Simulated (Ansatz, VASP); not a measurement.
# One calculation of Ir, two programs

The input INCAR:

```
PREC = Accurate
ENCUT = 520
EDIFF = 1E-7
ISMEAR = 0
SIGMA = 0.15
LREAL = F
LASPH = T
NELM = 60
ALGO = Fast
ISIF = 2
LWAVE = F
LCHARG = F
GGA = CA
NBANDS = 10
```

The input KPOINTS:

```
Automatic mesh
0
Gamma
  22 22 22
```

Contents of POSCAR:

```
Ir
1.0
    0.0000000000      1.8733205500      2.0237481902
    1.8733205500      0.0000000000      2.0237481902
    1.8733205500      1.8733205500      0.0000000000
Ir
1
Direct
    0.0000000000      0.0000000000      0.0000000000
```

Input for Ansatz:

```yaml
crystal:
  lattice:
    - [0.0, 1.87332055, 2.0237481902]
    - [1.87332055, 0.0, 2.0237481902]
    - [1.87332055, 1.87332055, 0.0]
  atoms:
    - { symbol: Ir, position: [0.0, 0.0, 0.0] }
basis:
  ecutwfc: 420
kpoints:
  mp_grid: { grid: [22, 22, 22] }
hamiltonian:
  xc: lda
  pseudopotentials: { kind: paw, azcp: { folder: soft_1 } }
scf:
  occupations: { method: gaussian, width: 0.15 }
output:
  forces: true
  stress: true
  eigenvalues: true
```

Alike in both runs: task single point; functional LDA; k mesh 22 × 22 × 22; occupations gaussian, width 0.15 eV; no spin polarisation.

|  | VASP | Ansatz |
| --- | --- | --- |
| version | VASP 6.6.1 | Ansatz 0.2.0 |
| potentials or method | VASP PAW LDA potentials, release 64 (Ir), cutoff 520 eV | scalar-relativistic, plane waves, PAW |
| valence electrons in the cell | 9 | 17 |

VASP gave:

| Item | Value |
| --- | --- |
| gap on the k mesh at the Fermi level (eV) | none |
| pressure (GPa) | -6.0 |
| traceless stress, the component that is largest in VASP (GPa) | -19.17 |

**Question.** Estimate Ansatz's values.

**Answer.** gap on the k mesh at the Fermi level (eV): none; pressure (GPa): -8.3; traceless stress, the component that is largest in VASP (GPa): -19.22.

Ansatz warns that its potentials were made for another functional, while VASP's fit it. LDA's correlation is that of Perdew and Zunger in VASP and of Perdew and Wang (1992) in Ansatz. A gap of «none» marks a metal or a gap that the smearing closes. VASP's potentials hold 9 valence electrons a cell and Ansatz's 17, so a difference there can come from the potentials and not from the codes.

Spin-orbit coupling is off throughout.
